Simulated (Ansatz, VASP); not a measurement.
**SiO2 in VASP and in Ansatz**

File POSCAR:

```
SiO2
1.0
    5.1355729823      0.0000000000      0.0000000000
   -2.5677864911      4.4475366657      0.0000000000
    0.0000000000      0.0000000000      5.7073181498
Si O
3 6
Direct
    0.0000000000      0.5000000000      0.3333333333
    0.5000000000      0.5000000000      0.6666666667
    0.5000000000      0.0000000000      0.0000000000
    0.5834989535      0.7917494768      0.8333333333
    0.7917494768      0.5834989535      0.5000000000
    0.7917494768      0.2082505232      0.1666666667
    0.4165010465      0.2082505232      0.8333333333
    0.2082505232      0.4165010465      0.5000000000
    0.2082505232      0.7917494768      0.1666666667
```

INCAR.step1

```
PREC = Accurate
ENCUT = 520
ISMEAR = 0
SIGMA = 0.05
LREAL = False
LASPH = True
NELM = 60
NBANDS = 34
GGA = PE
ALGO = Normal
EDIFF = 1E-4
LWAVE = True
LCHARG = False
```

INCAR.step2

```
PREC = Accurate
ENCUT = 520
EDIFF = 1E-7
ISMEAR = 0
SIGMA = 0.05
LREAL = False
LASPH = True
NELM = 60
ALGO = Normal
ISIF = 2
LWAVE = False
LCHARG = True
METAGGA = R2SCAN
LMIXTAU = True
LELF = True
LVHAR = True
NBANDS = 34
ISTART = 1
```

KPOINTS

```
regular mesh
0
Gamma
  6 6 4
```

Input for Ansatz:

```yaml
crystal:
  lattice:
    - [5.1355729823, 0.0, 0.0]
    - [-2.5677864911, 4.4475366657, 0.0]
    - [0.0, 0.0, 5.7073181498]
  atoms:
    - { symbol: Si, position: [0.0, 0.5, 0.3333333333] }
    - { symbol: Si, position: [0.5, 0.5, 0.6666666667] }
    - { symbol: Si, position: [0.5, 0.0, 0.0] }
    - { symbol: O, position: [0.5834989535, 0.7917494768, 0.8333333333] }
    - { symbol: O, position: [0.7917494768, 0.5834989535, 0.5] }
    - { symbol: O, position: [0.7917494768, 0.2082505232, 0.1666666667] }
    - { symbol: O, position: [0.4165010465, 0.2082505232, 0.8333333333] }
    - { symbol: O, position: [0.2082505232, 0.4165010465, 0.5] }
    - { symbol: O, position: [0.2082505232, 0.7917494768, 0.1666666667] }
basis:
  ecutwfc: 500
kpoints:
  mp_grid: { grid: [6, 6, 4] }
hamiltonian:
  xc: r2scan
scf:
  occupations: { method: gaussian, width: 0.05 }
output:
  forces: true
  stress: true
  eigenvalues: true
```

Change from the starting cell: strain +0.015 along x and y, +0.030 along z, atoms carried along.

Alike in both runs: task single point; functional r2SCAN; k mesh 6 × 6 × 4; occupations gaussian, width 0.05 eV; no spin polarisation.

```csv
,VASP,Ansatz
version,VASP 6.6.1,Ansatz 0.2.0
potentials or method,"VASP PAW PBE potentials, release 64 (Si, O), cutoff 520 eV","scalar-relativistic, plane waves, PAW"
valence electrons in the cell,48,48
```

|  | VASP | Ansatz | Ansatz less VASP |
| --- | --- | --- | --- |
| gap on the k mesh at the Fermi level (eV) | 5.93 | 5.93 | +0.002 |
| least direct gap on the mesh (eV) | 6.08 | 6.08 | 0.000 |
| pressure (GPa) | -9.9 | -10.1 | -0.13 |
| traceless stress, the component that is largest in VASP (GPa) | -0.87 | -0.90 | -0.035 |
| rms of the force components (eV/Å) | 0.202 | 0.197 | -0.0048 |

VASP's potentials were made for PBE, not for r2SCAN. Atom by atom the forces differ by 0.005 eV/Å (rms over components).
